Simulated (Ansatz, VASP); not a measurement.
**FeO: VASP beside Ansatz**

INCAR

```
PREC = Accurate
ENCUT = 520
EDIFF = 1E-7
ISMEAR = 0
SIGMA = 0.05
LREAL = False
LASPH = True
NELM = 150
ALGO = Fast
ISIF = 2
LWAVE = False
LCHARG = False
ISPIN = 2
MAGMOM = 3.79 0
LORBIT = 11
LMAXMIX = 4
GGA = PE
NBANDS = 18
```

Contents of KPOINTS:

```
Automatic mesh
0
Gamma
  14 14 14
```

File POSCAR:

```
FeO
1.0
    0.0312368011      2.1219209579      2.1284921675
    2.1514051234      0.0161059632      2.1436230054
    2.2069590164      2.1926056887     -0.0394479297
Fe O
1 1
Direct
    0.0008107185     -0.0054817305     -0.0086141501
    0.4991892815      0.5054817305      0.5086141501
```

Input for Ansatz:

```yaml
crystal:
  lattice:
    - [0.0312368011, 2.1219209579, 2.1284921675]
    - [2.1514051234, 0.0161059632, 2.1436230054]
    - [2.2069590164, 2.1926056887, -0.0394479297]
  atoms:
    - { symbol: Fe, position: [0.0008107185, -0.0054817305, -0.0086141501], spin: 3.79 }
    - { symbol: O, position: [0.4991892815, 0.5054817305, 0.5086141501] }
basis:
  ecutwfc: 420
  ecutrho_ratio: 4
kpoints:
  mp_grid: { grid: [14, 14, 14] }
hamiltonian:
  xc: pbe
scf:
  occupations: { method: gaussian, width: 0.05 }
output:
  forces: true
  stress: true
  eigenvalues: true
  populations: true
magnetization:
  spin_polarized: true
```

Change from the starting cell: all atoms moved at random (sigma 0.06 Å), cell strained at random (1 %).

Alike in both runs: task single point; functional PBE; k mesh 14 × 14 × 14; occupations gaussian, width 0.05 eV; collinear spin.

```csv
,VASP,Ansatz
version,VASP 6.6.1,Ansatz 0.2.0
potentials or method,"VASP PAW PBE potentials, release 64 (Fe, O), cutoff 520 eV","scalar-relativistic, plane waves, PAW"
valence electrons in the cell,14,22
```

|  | VASP | Ansatz | Ansatz less VASP |
| --- | --- | --- | --- |
| gap on the k mesh at the Fermi level (eV) | none | none | - |
| pressure (GPa) | 0.1 | 0.0 | -0.13 |
| traceless stress, the component that is largest in VASP (GPa) | -1.47 | -1.41 | +0.063 |
| rms of the force components (eV/Å) | 0.130 | 0.125 | -0.0045 |
| net moment per atom (μB) | 2.00 | 2.00 | 0.000 |
| size of the moment on the site where the two differ most (μB) | 3.62 | 3.42 | -0.200 |

Site moments also hang on the region over which each program counts them. Atom by atom the forces differ by 0.005 eV/Å (rms over components). A gap of «none» marks a metal or a gap that the smearing closes. VASP's potentials hold 14 valence electrons a cell and Ansatz's 22, so a difference there can come from the potentials and not from the codes.
